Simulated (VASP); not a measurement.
# WS2: single point with PBEsol

The system is WS2.

```
W S
1.0
     1.57900    1.04838    6.16333
    -1.57900    1.04838    6.16333
     0.00000   -2.09676    6.16333
W S
1 2
Cartesian
  0.0000 0.0000 0.0000
  0.0000 0.0000 13.8730
  0.0000 0.0000 10.7427
```

This cell differs from its parent crystal: strain +0.1500 x Voigt [0, 1, 0, 0, 0, 0].

```
Program                : VASP 6.6.1
Task                   : single point
Functional             : PBEsol
Potentials or basis    : VASP PAW PBE potentials, release 64 (W_sv, S)
Cutoff                 : 520 eV
k mesh                 : 12 × 12 × 12
Occupations            : gaussian, width 0.05 eV
Spin                   : no spin polarisation
Dipole correction      : no
Further INCAR settings : ALGO = Normal; EDIFF = 1e-06; NBANDS = 20
```

* Pressure: -15.8 GPa
* Largest force: 1.531 eV/Å
* Band gap on the k mesh: 0.60 eV (least direct gap 1.17 eV)

Forces on the atoms (eV/Å):
```
W    0.000 -0.024 -0.415
S    0.000  0.047 -1.116
S    0.000 -0.023  1.530
```

Stress tensor (GPa, compression positive):
```
 -9.74   0.00   0.00
  0.00 -26.92   0.56
  0.00   0.56 -10.86
```

Levels at points of the mesh, in eV from the valence-band top:
| k point | band 9 | band 10 | band 11 | band 12 | band 13 | band 14 | band 15 | band 16 | band 17 | band 18 |
| --- | --- | --- | --- | --- | --- | --- | --- | --- | --- | --- |
| (0.00, 0.00, 0.00) | -2.70 | -2.67 | -2.02 | -1.03 | -0.65 | 1.24 | 1.68 | 2.32 | 2.66 | 3.37 |
| (0.50, 0.00, 0.00) | -4.62 | -4.19 | -2.36 | -1.93 | -1.17 | 1.08 | 2.41 | 2.82 | 3.42 | 4.37 |
| (0.50, 0.50, 0.00) | -4.48 | -2.94 | -2.93 | -1.54 | -1.48 | 1.52 | 1.67 | 2.89 | 3.93 | 4.71 |
| (0.00, 0.00, 0.50) | -4.63 | -3.02 | -2.28 | -1.66 | -1.39 | 1.52 | 1.75 | 3.21 | 3.61 | 4.01 |
| (0.50, 0.00, 0.50) | -4.34 | -4.12 | -2.57 | -2.35 | -1.17 | 1.04 | 2.40 | 2.75 | 3.68 | 4.86 |
| (0.50, 0.50, 0.50) | -3.31 | -2.70 | -2.45 | -1.99 | 0.00 | 1.37 | 1.51 | 2.44 | 2.52 | 3.90 |

It took 44 min on 1 thread of Oxide Virtual Turin-like Processor, with other jobs on the host, peak memory 0.68 GiB.

Caveat: the cell differs from its parent crystal (strain +0.1500 x Voigt [0, 1, 0, 0, 0, 0]); the stress differs along the axes, from -27 to -10 GPa; the PAW data sets were made with another functional, which shifts forces and pressure a little; spin-orbit coupling is left out, which moves the levels of the heavy elements. A k mesh can miss the band edges.
